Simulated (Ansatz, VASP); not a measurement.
Two plane-wave programs on Ge

```
CELL_PARAMETERS angstrom
4.67770 2.70067 1.71837
-4.67770 2.70067 1.71837
0.00000 -5.40134 1.71837
ATOMIC_POSITIONS crystal
Ge 0.71602 0.71602 0.71602
Ge 0.28398 0.28398 0.28398
Ge 0.03029 0.72620 0.53379
Ge 0.53379 0.03029 0.72620
Ge 0.72620 0.53379 0.03029
Ge 0.96971 0.27380 0.46621
Ge 0.46621 0.96971 0.27380
Ge 0.27380 0.46621 0.96971
```

Alike in both runs: task single point; functional PBEsol; k mesh 9 × 9 × 9; occupations gaussian, width 0.15 eV; no spin polarisation.

|  | VASP | Ansatz |
| --- | --- | --- |
| version | VASP 6.6.1 | Ansatz 0.2.0 |
| potentials or method | VASP PAW PBE potentials, release 64 (Ge_d), cutoff 520 eV | scalar-relativistic, plane waves, PAW |
| valence electrons in the cell | 112 | 112 |

Ansatz gave:

| Quantity | Value |
| --- | --- |
| gap on the k mesh at the Fermi level (eV) | none |
| rms of the force components (eV/Å) | 0.915 |

Question: Estimate VASP's values.

Answer: gap on the k mesh at the Fermi level (eV): none; rms of the force components (eV/Å): 0.913.

VASP's potentials were made for PBE, not for PBEsol, and Ansatz warns of the same on its side. Atom by atom the forces differ by 0.002 eV/Å (rms over components). A gap of «none» marks a metal or a gap that the smearing closes.
